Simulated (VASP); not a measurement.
A run of VASP 6.6.1:

Contents of INCAR:

```
SYSTEM = Ni
  PREC = Accurate
  ENCUT = 520
  EDIFF = 1E-6
  ISMEAR = 0
  SIGMA = 0.1
  LREAL = .FALSE.
  LASPH = .TRUE.
  NELM = 150
  ALGO = Fast
  ISIF = 2
  LWAVE = .FALSE.
  LCHARG = .TRUE.
  ISPIN = 2
  MAGMOM = 0.75 0.75
  LORBIT = 11
  LMAXMIX = 4
  GGA = PE
  LELF = .TRUE.
  LVHAR = .TRUE.
  NBANDS = 21
```

File KPOINTS:

```
Automatic mesh
0
G
  20 20 14
  0 0 0
```

Contents of POSCAR:

```
Ni
1.0
    1.7504643457      1.7504643457      0.0000000000
   -1.7504643457      1.7504643457      0.0000000000
    0.0000000000      0.0000000000      3.5888917239
Ni
2
Direct
    0.0000000000      0.0000000000      0.0000000000
    0.5000000000      0.5000000000      0.5000000000
```

Potentials or basis: VASP PAW PBE potentials, release 64 (Ni).

Command:

```bash
$ cat potpaw_PBE.64/Ni/POTCAR > POTCAR
$ mpirun -np 1 vasp_std > vasp.out
```

Hardware: 1 thread of Intel(R) Xeon(R) 6975P-C (Granite Rapids) (shared host).

How long does it take, and how much memory?

Run time: 2.7 min on 1 thread of Intel(R) Xeon(R) 6975P-C (Granite Rapids), with other jobs on the host, peak memory 0.4 GiB. Counts: scf iterations 14, k points 528.
